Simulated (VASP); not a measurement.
# SiGeO4 (F-43m) in VASP: a series of runs, part 2 of 2

VASP 6.6.1. The steps go on from the part before.

### 4 Single point, PBE (21.17 Å³/atom)

This run uses another cell than the first one, of 21.17 Å³/atom.

Contents of INCAR:

```
PREC = Accurate
ENCUT = 520
EDIFF = 1E-7
ISMEAR = 0
SIGMA = 0.02
LREAL = False
LASPH = True
NELM = 100
ALGO = Normal
ISIF = 2
LWAVE = False
LCHARG = False
GGA = PE
NBANDS = 30
```

Contents of KPOINTS:

```
regular mesh
0
Gamma
  6 6 6
```

Contents of POSCAR:

```
SiGeO4
1.0
    0.0000000000      3.9894958365      3.9894958365
    3.9894958365      0.0000000000      3.9894958365
    3.9894958365      3.9894958365      0.0000000000
Si Ge O
1 1 4
Direct
    0.7500000000      0.7500000000      0.7500000000
    0.5000000000      0.5000000000      0.5000000000
    0.1115058112      0.6294980629      0.6294980629
    0.6294980629      0.1115058112      0.6294980629
    0.6294980629      0.6294980629      0.1115058112
    0.6294980629      0.6294980629      0.6294980629
```

Potentials or basis: VASP PAW PBE potentials, release 64 (Si, Ge_d, O).

Started as:

```
cat potpaw_PBE.64/Si/POTCAR potpaw_PBE.64/Ge_d/POTCAR potpaw_PBE.64/O/POTCAR > POTCAR
mpirun -np 1 vasp_std > vasp.out
```

OUTCAR:

```text
PREC = Accurate
   ENCUT = 520
   EDIFF = 1E-7
   ISMEAR = 0
   LREAL = False
   LASPH = True
   NELM = 100
   ISIF = 2
   GGA = PE

 ion  position               nearest neighbor table
   1  0.750  0.750  0.750-   5 1.67   4 1.67   3 1.67   6 1.67
   2  0.500  0.500  0.500-   6 1.79   4 1.79   5 1.79   3 1.79
   3  0.112  0.629  0.629-   1 1.67   2 1.79
   4  0.629  0.112  0.629-   1 1.67   2 1.79
   5  0.629  0.629  0.112-   1 1.67   2 1.79
   6  0.629  0.629  0.629-   1 1.67   2 1.79

  LATTYP: Found a face centered cubic cell.
 ALAT       =     7.9789916730

  Lattice vectors:

 A1 = (   0.0000000000,   3.9894958365,   3.9894958365)
 A2 = (   3.9894958365,   0.0000000000,   3.9894958365)
 A3 = (   3.9894958365,   3.9894958365,   0.0000000000)

Analysis of symmetry for initial positions (statically):
=====================================================================
 Subroutine PRICEL returns:
 Original cell was already a primitive cell.

 Routine SETGRP: Setting up the symmetry group for a
 face centered cubic supercell.

 Subroutine GETGRP returns: Found 24 space group operations
 (whereof 24 operations were pure point group operations)
 out of a pool of 48 trial point group operations.

The static configuration has the point symmetry T_d .

Analysis of symmetry for dynamics (positions and initial velocities):
=====================================================================
 Subroutine PRICEL returns:
 Original cell was already a primitive cell.

 Routine SETGRP: Setting up the symmetry group for a
 face centered cubic supercell.

 Subroutine GETGRP returns: Found 24 space group operations
 (whereof 24 operations were pure point group operations)
 out of a pool of 48 trial point group operations.

The dynamic configuration has the point symmetry T_d .

 Subroutine INISYM returns: Found 24 space group operations
[... 115 lines left out ...]
     AMIX     =   0.40;   BMIX     =  1.00
     AMIX_MAG =   1.60;   BMIX_MAG =  1.00
  volume/ion in A,a.u.               =      21.17       142.83
  Fermi-wavevector in a.u.,A,eV,Ry     =   1.132131  2.139417 17.438859  1.281720
  Thomas-Fermi vector in A             =   2.268831
   LORBIT       =      0    0 simple, 1 ext, 2 COOP (PROOUT), +10 PAW based schemes
   GGA     = PE    functional components
   LHFCALC =     F    Hartree Fock is set to
   AEXX    =    0.0000 exact exchange contribution
   IVDW    =     0    specifies the selected vdW correction
   LEPSILON=     F    determine dielectric tensor
   LRPA    =     F    only Hartree local field effects (RPA)
 non-spin polarized calculation
 Gauss-broadening in eV      SIGMA  =   0.02
  energy-cutoff  :      520.00
  volume of cell :      126.99
 maximum number of plane-waves:      3479
 NGX is ok and might be reduce to    42
   NGX = 21   NGY = 21   NGZ = 21

 number of electron      42.0000010 magnetization

 Free energy of the ion-electron system (eV)
  ---------------------------------------------------
  ext. energy  EPLUGINS =         0.00000000
  ---------------------------------------------------
  free energy    TOTEN  =       -42.17370529 eV

  energy without entropy =      -42.17370529  energy(sigma->0) =      -42.17370529

 E-fermi :  -1.9466     XC(G=0):  -6.9388

 val. band max:       -2.0919065333   @ k =   0.5000   0.0000   0.0000
 cond. band min:       0.6819088604   @ k =   0.0000   0.0000   0.0000
 fundamental gap:      2.7738153937
 Fermi energy:        -1.9465871703

 k-point     1 :       0.0000    0.0000    0.0000
  band No.  band energies     occupation
      1     -26.0432      2.00000
      2     -26.0432      2.00000
      3     -26.0432      2.00000
      4     -25.8482      2.00000
      5     -25.8482      2.00000
      6     -20.6346      2.00000
[... 517 lines left out ...]
     29       8.6073      0.00000
     30       9.4193      0.00000

------------------------ aborting loop because EDIFF is reached ----------------------------------------

  FORCE on cell =-STRESS in cart. coord.  units (eV):
  Direction    XX          YY          ZZ          XY          YZ          ZX
  --------------------------------------------------------------------------------------
  -------------------------------------------------------------------------------------
  Total       -7.8601839     -7.8601839     -7.8601839      0.0000000      0.0000000      0.0000000
  in kB      -99.1651896    -99.1651896    -99.1651896      0.0000000      0.0000000      0.0000000
  external PRESSURE =     -99.1651896 kB  Pullay stress =       0.0000000 kB

 VOLUME and BASIS-vectors are now :
 -----------------------------------------------------------------------------
  energy-cutoff  :      520.00
  volume of cell :      126.99
      direct lattice vectors                 reciprocal lattice vectors
     0.000000000  3.989495837  3.989495837    -0.125329119  0.125329119  0.125329119
     3.989495837  0.000000000  3.989495837     0.125329119 -0.125329119  0.125329119
     3.989495837  3.989495837  0.000000000     0.125329119  0.125329119 -0.125329119

 POSITION                                       TOTAL-FORCE (eV/Angst)
 -----------------------------------------------------------------------------------
      5.98424      5.98424      5.98424        -0.000000     -0.000000     -0.000000
      3.98950      3.98950      3.98950        -0.000000     -0.000000     -0.000000
      5.02276      2.95623      2.95623        -0.027327      0.027327      0.027327
      2.95623      5.02276      2.95623         0.027327     -0.027327      0.027327
      2.95623      2.95623      5.02276         0.027327      0.027327     -0.027327
      5.02276      5.02276      5.02276        -0.027327     -0.027327     -0.027327
 -----------------------------------------------------------------------------------
    total drift:                                0.000006      0.000006      0.000004

  FREE ENERGIE OF THE ION-ELECTRON SYSTEM (eV)
  ---------------------------------------------------
  free  energy   TOTEN  =       -42.1737052906 eV

  energy  without entropy=      -42.1737052906  energy(sigma->0) =      -42.17370529
```

Wall time 86 s (1 thread of Intel Xeon 8259CL, shared host); peak memory 0.28 GiB.

Results:

```yaml
Free_energy: -42.1737 eV
Pressure: -9.9 GPa
Largest_force: 0.047 eV/Å
Band_gap_on_the_k_mesh: 2.77 eV
```

Forces in eV/Å, atoms in the order of the input:
```
Si   0.000  0.000  0.000
Ge   0.000  0.000  0.000
O   -0.027  0.027  0.027
O    0.027 -0.027  0.027
O    0.027  0.027 -0.027
O   -0.027 -0.027 -0.027
```

Levels at points of the mesh, in eV from the valence-band top:
```
           k point  band 18  band 19  band 20  band 21  band 22  band 23  band 24  band 25
(0.00, 0.00, 0.00)    -1.41     0.00     0.00     0.00     2.77     6.63     7.66     7.66
(0.50, 0.00, 0.00)    -1.50    -0.59    -0.59     0.00     4.28     7.42     8.40     8.81
(0.50, 0.50, 0.00)    -1.20    -0.68    -0.41    -0.41     5.21     7.02     8.58     9.33
```

Caveat: the cell stands under tension. A k mesh can miss the band edges.

### 5 Overview

```csv
cell,gap on the mesh (eV),pressure (GPa),largest force (eV/Å)
"a = 5.520 Å, angles 60.0°, 6 atoms",3.66,-3.7,0.08
"a = 5.573 Å, angles 60.0°, 6 atoms",3.28,-6.7,0.07
"a = 5.642 Å, angles 60.0°, 6 atoms",2.77,-9.9,0.05
```

Alike in all rows: task single point; level PBE; potentials or basis VASP PAW PBE potentials, release 64 (Si, Ge_d, O); no spin polarisation; k mesh 6 × 6 × 6; cutoff (eV) 520; smearing gaussian 0.02 eV.

Caveats: the cell stands under tension.

Absolute energies hang on the potentials; compare differences alone.
